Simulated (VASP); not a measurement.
# TaN (P-6m2) in VASP: a series of runs, part 2 of 2

VASP 6.6.1. Earlier steps stand in the parts before.

### Step 3. Single point, PBE (strained)

The input, INCAR:

```
SYSTEM = TaN
  PREC = Accurate
  ENCUT = 520
  EDIFF = 1E-7
  ISMEAR = 0
  SIGMA = 0.1
  LREAL = .False.
  LASPH = .True.
  NELM = 100
  ALGO = Normal
  ISIF = 2
  LWAVE = .False.
  LCHARG = .True.
  GGA = PE
  LELF = .True.
  LVHAR = .True.
  NBANDS = 15
```

The input, KPOINTS:

```
Automatic mesh
0
Gamma
  18 18 14
  0 0 0
```

The input, POSCAR:

```
TaN
1.0
    2.9235439040      0.0000000000      0.0000000000
   -1.4617719520      2.5318632900      0.0000000000
    0.0000000000      0.0000000000      2.8255706400
Ta N
1 1
Direct
    0.3333333333      0.6666666667      0.5000000000
    0.0000000000      0.0000000000      0.0000000000
```

Potentials or basis: VASP PAW PBE potentials, release 64 (Ta_pv, N).

On the command line:

```sh
$ cat potpaw_PBE.64/Ta_pv/POTCAR potpaw_PBE.64/N/POTCAR > POTCAR
$ mpirun -np 1 vasp_std > vasp.out
```

OUTCAR:

```text
SYSTEM = TaN
   PREC = Accurate
   ENCUT = 520
   EDIFF = 1E-7
   ISMEAR = 0
   LREAL = .False.
   LASPH = .True.
   NELM = 100
   ISIF = 2
   GGA = PE

 ion  position               nearest neighbor table
   1  0.333  0.667  0.500-   2 2.20   2 2.20   2 2.20   2 2.20   2 2.20   2 2.20
   2  0.000  0.000  0.000-   1 2.20   1 2.20   1 2.20   1 2.20   1 2.20   1 2.20

  LATTYP: Found a hexagonal cell.
 ALAT       =     2.9235439040
 C/A-ratio  =     0.9664881845

  Lattice vectors:

 A1 = (   2.9235439040,   0.0000000000,   0.0000000000)
 A2 = (  -1.4617719520,   2.5318632900,   0.0000000000)
 A3 = (   0.0000000000,   0.0000000000,   2.8255706400)

Analysis of symmetry for initial positions (statically):
=====================================================================
 Subroutine PRICEL returns:
 Original cell was already a primitive cell.

 Routine SETGRP: Setting up the symmetry group for a
 hexagonal supercell.

 Subroutine GETGRP returns: Found 12 space group operations
 (whereof 12 operations were pure point group operations)
 out of a pool of 24 trial point group operations.

The static configuration has the point symmetry D_3h.

Analysis of symmetry for dynamics (positions and initial velocities):
=====================================================================
 Subroutine PRICEL returns:
 Original cell was already a primitive cell.

 Routine SETGRP: Setting up the symmetry group for a
 hexagonal supercell.

 Subroutine GETGRP returns: Found 12 space group operations
 (whereof 12 operations were pure point group operations)
 out of a pool of 24 trial point group operations.

The dynamic configuration has the point symmetry D_3h.

 Subroutine INISYM returns: Found 12 space group operations
 (whereof 12 operations are pure point group operations),
 and found     1 'primitive' translations

----------------------------------------------------------------------------------------

[... 116 lines left out ...]
   LORBIT       =      0    0 simple, 1 ext, 2 COOP (PROOUT), +10 PAW based schemes
   GGA     = PE    functional components
   LHFCALC =     F    Hartree Fock is set to
   AEXX    =    0.0000 exact exchange contribution
   IVDW    =     0    specifies the selected vdW correction
   LEPSILON=     F    determine dielectric tensor
   LRPA    =     F    only Hartree local field effects (RPA)
 non-spin polarized calculation
 Gauss-broadening in eV      SIGMA  =   0.10
  energy-cutoff  :      520.00
  volume of cell :       20.91
 maximum number of plane-waves:       583
 NGX is ok and might be reduce to    24
   NGX = 11   NGY = 11   NGZ = 11

 number of electron      16.0000002 magnetization

 Free energy of the ion-electron system (eV)
  ---------------------------------------------------
  ext. energy  EPLUGINS =         0.00000000
  ---------------------------------------------------
  free energy    TOTEN  =       -22.38553562 eV

  energy without entropy =      -22.38527287  energy(sigma->0) =      -22.38540424

 E-fermi :   8.5721     XC(G=0): -13.5090

 val. band max:        8.5304453184   @ k =   0.0000   0.0000   0.4286
 cond. band min:       8.6121098685   @ k =   0.0556  -0.0000   0.5000
 fundamental gap:      0.0816645501
 Fermi energy:         8.5720535131

 k-point     1 :       0.0000    0.0000    0.0000
  band No.  band energies     occupation
      1     -26.1388      2.00000
      2     -25.9242      2.00000
      3     -25.9242      2.00000
      4      -9.4541      2.00000
      5       3.7533      2.00000
      6       3.7533      2.00000
      7       4.2606      2.00000
      8       5.7070      2.00000
      9      10.8854      0.00000
     10      12.3906      0.00000
     11      12.3906      0.00000
     12      12.7912      0.00000
     13      12.7912      0.00000
     14      21.8954      0.00000
[... 401 lines left out ...]
      2     -26.2485      2.00000
      3     -25.9873      2.00000
      4      -7.0683      2.00000
      5       0.3006      2.00000
      6       3.4321      2.00000
      7       4.1770      2.00000
      8       6.1794      2.00000
      9      11.0899      0.00000
     10      11.6730      0.00000
     11      13.2731      0.00000
     12      14.9028      0.00000
     13      17.4991      0.00000
     14      21.0591      0.00000
     15      22.0754      0.00000

 [... further k-points ...]
[... 5 lines left out ...]
  --------------------------------------------------------------------------------------
  -------------------------------------------------------------------------------------
  Total        1.7128245      1.7128245      3.4275886      0.0000000      0.0000000      0.0000000
  in kB      131.2101438    131.2101439    262.5688657      0.0000000      0.0000000      0.0000000
  external PRESSURE =     174.9963845 kB  Pullay stress =       0.0000000 kB

 VOLUME and BASIS-vectors are now :
 -----------------------------------------------------------------------------
  energy-cutoff  :      520.00
  volume of cell :       20.91
      direct lattice vectors                 reciprocal lattice vectors
     2.923543904  0.000000000  0.000000000     0.342050618  0.197483017  0.000000000
    -1.461771952  2.531863290  0.000000000     0.000000000  0.394966033  0.000000000
     0.000000000  0.000000000  2.825570640     0.000000000  0.000000000  0.353910812

 POSITION                                       TOTAL-FORCE (eV/Angst)
 -----------------------------------------------------------------------------------
     -0.00000      1.68791      1.41279        -0.000000      0.000000      0.000000
      0.00000      0.00000      0.00000         0.000000      0.000000      0.000000
 -----------------------------------------------------------------------------------
    total drift:                                0.000000     -0.000000     -0.000000

  FREE ENERGIE OF THE ION-ELECTRON SYSTEM (eV)
  ---------------------------------------------------
  free  energy   TOTEN  =       -22.3855356173 eV

  energy  without entropy=      -22.3852728697  energy(sigma->0) =      -22.38540424
```

OSZICAR:

```text
N       E                     dE             d eps       ncg     rms          rms(c)
DAV:   1     0.912036786068E+02    0.91204E+02   -0.87989E+03  8888   0.114E+03
DAV:   2    -0.221091328894E+02   -0.11331E+03   -0.10686E+03 10700   0.308E+02
DAV:   3    -0.248861683608E+02   -0.27770E+01   -0.27655E+01 10280   0.450E+01
DAV:   4    -0.248971546258E+02   -0.10986E-01   -0.10983E-01 11421   0.307E+00
DAV:   5    -0.248972180619E+02   -0.63436E-04   -0.63431E-04 10385   0.218E-01    0.251E+01
DAV:   6    -0.224481028571E+02    0.24491E+01   -0.39640E+00 11451   0.237E+01    0.107E+01
DAV:   7    -0.224118237983E+02    0.36279E-01   -0.60508E-01  9734   0.606E+00    0.739E+00
DAV:   8    -0.223946407846E+02    0.17183E-01   -0.13922E-01 10875   0.317E+00    0.182E+00
DAV:   9    -0.223855248688E+02    0.91159E-02   -0.16991E-02  9972   0.110E+00    0.164E-01
DAV:  10    -0.223856159037E+02   -0.91035E-04   -0.12856E-03 10749   0.397E-01    0.101E-01
DAV:  11    -0.223855355717E+02    0.80332E-04   -0.11141E-04 10455   0.109E-01    0.121E-02
DAV:  12    -0.223855356550E+02   -0.83392E-07   -0.13479E-05  9916   0.336E-02    0.479E-03
DAV:  13    -0.223855356173E+02    0.37792E-07   -0.71743E-08  8178   0.281E-03
   1 F= -.22385536E+02 E0= -.22385404E+02  d E =-.262748E-03
```

stdout:

```text
POSCAR found type information on POSCAR TaN
 POSCAR found :  2 types and       2 ions
 scaLAPACK will be used
 LDA part: xc-table for (Slater+PW92), standard interpolation
 POSCAR, INCAR and KPOINTS ok, starting setup
 FFT: planning ... GRIDC
 FFT: planning ... GRID_SOFT
 FFT: planning ... GRID
 WAVECAR not read
 entering main loop
```

It took 51 s on 1 thread of Intel Xeon Platinum 8375C at 2.90GHz (Ice Lake), shared host; peak memory 0.22 GiB.

Results:

```
Free energy            : -22.3855 eV
Pressure               : 17.5 GPa
Band gap on the k mesh : zero (band 8 reaches 8.95 eV, above the bottom of band 9 at 8.50 eV)
```

Stress tensor (GPa, compression positive):
```
13.12  0.00  0.00
 0.00 13.12  0.00
 0.00  0.00 26.26
```

Caveat: the cell differs from its parent crystal (strained); spin-orbit coupling is left out, which moves the levels of the heavy elements.

### Step 4. Single point, PBE (strained)

The input, INCAR:

```
PREC     = Accurate       # precision mode
ENCUT    = 520            # plane-wave cutoff, eV
EDIFF    = 1E-6           # SCF threshold, eV
ISMEAR   = 0              # smearing method
SIGMA    = 0.1            # smearing width, eV
LREAL    = F              # projectors in reciprocal space
LASPH    = T              # aspherical terms in the spheres
NELM     = 80             # most SCF steps
ALGO     = Normal         # electronic algorithm
ISIF     = 2              # what is computed and relaxed
LWAVE    = F              # write WAVECAR
LCHARG   = F              # write CHGCAR
GGA      = PE             # functional
NBANDS   = 15             # bands
```

The input, KPOINTS:

```
regular mesh
0
Gamma
  18 18 14
```

The input, POSCAR:

```
TaN
1.0
    3.0114782098      0.0000000000      0.0000000000
   -1.5057391049      2.6080166327      0.0000000000
    0.0000000000      0.0000000000      2.8686138300
Ta N
1 1
Direct
    0.3333333333      0.6666666667      0.5000000000
    0.0000000000      0.0000000000      0.0000000000
```

On the command line:

```sh
$ cat potpaw_PBE.64/Ta_pv/POTCAR potpaw_PBE.64/N/POTCAR > POTCAR
$ mpirun -np 1 vasp_std > vasp.out
```

It took 42 s on 1 thread of Intel Xeon Platinum 8375C at 2.90GHz (Ice Lake), shared host; peak memory 0.22 GiB.

It converged, with:

```yaml
Free_energy: -22.4043 eV
Pressure: -8.3 GPa
Band_gap_on_the_k_mesh: zero (band 8 reaches 8.25 eV, above the bottom of band 9 at 7.76 eV)
```

Stress tensor (GPa, compression positive):
```
-14.06   0.00   0.00
  0.00 -14.06   0.00
  0.00   0.00   3.13
```

Levels at points of the mesh, in eV from the Fermi level:
```csv
k point,band 5,band 6,band 7,band 8,band 9,band 10,band 11,band 12
"(0.00, 0.00, 0.00)",-4.61,-4.61,-3.95,-2.69,1.65,3.53,3.53,3.81
"(0.50, 0.00, 0.00)",-8.09,-4.73,-3.31,-3.26,2.96,3.49,4.77,5.11
"(0.00, 0.00, 0.50)",-9.06,-3.83,-3.83,-0.05,-0.05,2.65,3.00,3.00
"(0.50, 0.00, 0.50)",-7.10,-5.99,-5.64,-0.34,3.81,4.84,5.83,6.59
```

Caveat: the cell differs from its parent crystal (strained); spin-orbit coupling is left out, which moves the levels of the heavy elements.

### Step 5. Overview

| cell | k mesh | gap on the mesh (eV) | pressure (GPa) |
| --- | --- | --- | --- |
| a = 2.950, b = 2.950, c = 2.898 Å, angles 90.0, 90.0, 120.0°, 2 atoms | 12 × 12 × 12 | none | 0.7 |
| a = 2.924, b = 2.924, c = 2.826 Å, angles 90.0, 90.0, 120.0°, 2 atoms | 18 × 18 × 14 | none | 17.5 |
| a = 3.011, b = 3.011, c = 2.869 Å, angles 90.0, 90.0, 120.0°, 2 atoms | 18 × 18 × 14 | none | -8.3 |

Alike in all rows: task single point; level PBE; potentials or basis VASP PAW PBE potentials, release 64 (Ta_pv, N); no spin polarisation; cutoff (eV) 520; smearing gaussian 0.1 eV.

Caveats: spin-orbit coupling is left out, which moves the levels of the heavy elements.

Total energies depend on the potentials used, so only differences within one code and one set of settings carry meaning.
